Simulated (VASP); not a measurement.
**Si3N4: single point with RPBE+D3(BJ)**

Si3N4:

```xyz
7
Lattice="4.0317 0.0000 0.0000 0.0000 4.0317 0.0000 0.0000 0.0000 4.0317" Properties=species:S:1:pos:R:3 pbc="T T T"
Si    0.0000    0.0000    2.0158
Si    2.0158    0.0000    0.0000
Si    0.0000    2.0158    0.0000
N     0.9871    0.9871    3.0446
N     3.0446    3.0446    3.0446
N     0.9871    3.0446    0.9871
N     3.0446    0.9871    0.9871
```

```yaml
Program: VASP 6.6.1
Task: single point
Functional: RPBE
Dispersion: D3(BJ)
Potentials_or_basis: VASP PAW PBE potentials, release 64 (Si, N)
Cutoff: 520 eV
k_mesh: 7 × 7 × 7
Occupations: fermi-dirac, width 0.05 eV
Spin: no spin polarisation
```

```
Pressure                   : -0.8 GPa
Largest force              : 0.043 eV/Å
Band gap on the k mesh     : 2.72 eV, indirect (least direct gap 2.92 eV)
Dispersion energy per atom : -1.036 eV
```

Forces on the atoms (eV/Å):
```
Si   0.000  0.000  0.000
Si   0.000  0.000  0.000
Si   0.000  0.000  0.000
N   -0.025 -0.025  0.025
N    0.025  0.025  0.025
N   -0.025  0.025 -0.025
N    0.025 -0.025 -0.025
```

Levels at points of the mesh, in eV from the valence-band top:
```tsv
k point	band 12	band 13	band 14	band 15	band 16	band 17	band 18	band 19	band 20	band 21
(0.00, 0.00, 0.00)	-3.22	-3.22	-0.19	-0.19	-0.19	2.72	2.72	2.72	5.04	7.28
```

It took 14 s on 1 thread of Intel(R) Xeon(R) 6975P-C (Granite Rapids) (shared host), peak memory 0.18 GiB.

Caveat: the PAW data sets were made with another functional, which shifts forces and pressure a little. A k mesh can miss the band edges.
